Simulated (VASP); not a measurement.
The system is Te.

```xyz
2
Lattice="3.4421 0.0000 0.0000 -1.7210 2.9809 0.0000 0.0000 0.0000 5.6209" Properties=species:S:1:pos:R:3 pbc="T T T"
Te    0.0000    1.9873    1.4052
Te    1.7210    0.9936    4.2157
```

| Quantity | Value |
| --- | --- |
| Program | VASP 6.6.1 |
| Task | relaxation of cell and atoms |
| Functional | BLYP |
| Potentials or basis | VASP PAW PBE potentials, release 64 (Te) |
| Cutoff | 600 eV |
| k mesh | 11 × 11 × 6 |
| Occupations | fermi-dirac, width 0.1 eV |
| Spin | no spin polarisation |

At the start: pressure 5.2 GPa; volume 28.84 Å³/atom.

**Question.** How do energy, volume and symmetry change on relaxing?

**Answer.** Over 24 steps the energy falls by 383.1 meV/atom and the volume is 35.56 Å³/atom (+23.3 %); space group P6_3/mmc (No. 194, to 0.05 Å).

The path:
```csv
step,energy change (eV),largest force (eV/Å),pressure (GPa),volume (Å³)
1,0.0000,0.0000,5.25,57.67
2,-0.1111,0.0000,-0.85,65.91
3,-0.1125,0.0000,-0.34,64.93
4,-0.1437,0.0000,-0.39,65.01
5,-0.3122,0.0000,-0.17,65.01
6,-0.6485,0.0000,2.94,63.78
7,0.7758,0.0000,21.00,55.80
8,-0.6349,0.0000,5.80,62.64
9,-0.6576,0.0000,4.83,63.03
10,-0.6632,0.0000,4.77,63.25
11,-0.6753,0.0000,4.64,63.90
12,-0.6792,0.0000,4.38,65.13
13,-0.6945,0.0000,3.90,65.68
14,-0.7307,0.0000,2.58,67.36
15,-0.7641,0.0000,0.38,70.79
16,-0.7652,0.0000,-0.01,71.50
17,-0.7652,0.0000,-0.07,71.63
18,-0.7653,0.0000,-0.08,71.61
19,-0.7657,0.0000,-0.07,71.52
20,-0.7662,0.0000,-0.06,71.35
21,-0.7659,0.0000,-0.03,70.99
22,-0.7663,0.0000,-0.05,71.23
23,-0.7663,0.0000,-0.05,71.22
24,-0.7663,0.0000,0.00,71.13
```

Final structure:
```
Te
1.0
     4.30817    0.00000    0.00000
    -2.15409    3.73099    0.00000
     0.00000    0.00000    4.42515
Te
2
Direct
  0.33333 0.66667 0.25000
  0.66667 0.33333 0.75000
```

Caveat: the volume moved by over 15 % at a fixed basis, so the end points are rough; the PAW data sets were made with another functional, which shifts forces and pressure a little.
